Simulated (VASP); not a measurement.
Wanted: the native input for a VASP 6.6.1 run.

| Item | Value |
| --- | --- |
| Task | single point |
| Functional | PBE |
| Potentials or basis | VASP PAW PBE potentials, release 64 (K_sv, I) |
| Cutoff | 500 eV |
| k mesh | 4 × 4 × 4 |
| Occupations | fermi-dirac, width 0.2 eV |
| Spin | no spin polarisation |
| Dipole correction | no |
| Further INCAR settings | ALGO = Normal; EDIFF = 1e-06; NBANDS = 15 |

The structure of KI lies in POSCAR:

```
KI
1.0
    0.0000000000      3.9658942500      3.9658942500
    3.9658942500      0.0000000000      3.9658942500
    3.9658942500      3.9658942500      0.0000000000
K I
1 1
Direct
    0.0000000000      0.0000000000      0.0000000000
    0.2500000000      0.2500000000      0.2500000000
```

The input as run:

INCAR

```
  PREC = Accurate
  ENCUT = 500
  EDIFF = 1E-6
  ISMEAR = -1
  SIGMA = 0.2
  LREAL = F
  LASPH = T
  NELM = 120
  ALGO = Normal
  ISIF = 2
  LWAVE = F
  LCHARG = F
  GGA = PE
  NBANDS = 15
  GGA_COMPAT = F
```

KPOINTS

```
Automatic mesh
0
Gamma
  4 4 4
```

Potentials or basis: VASP PAW PBE potentials, release 64 (K_sv, I).

Launch:

```sh
$ cat potpaw_PBE.64/K_sv/POTCAR potpaw_PBE.64/I/POTCAR > POTCAR
$ mpirun -np 1 vasp_std > vasp.out
```

Results of the run:

| Quantity | Value |
| --- | --- |
| Pressure | 0.2 GPa |
| Band gap on the k mesh | 3.93 eV |

Caveat: spin-orbit coupling is left out, which moves the levels of the heavy elements.

Wall time 26 s on 1 thread of Intel(R) Xeon(R) Platinum 8375C CPU @ 2.90GHz (Ice Lake) (shared host), peak memory 0.25 GiB.
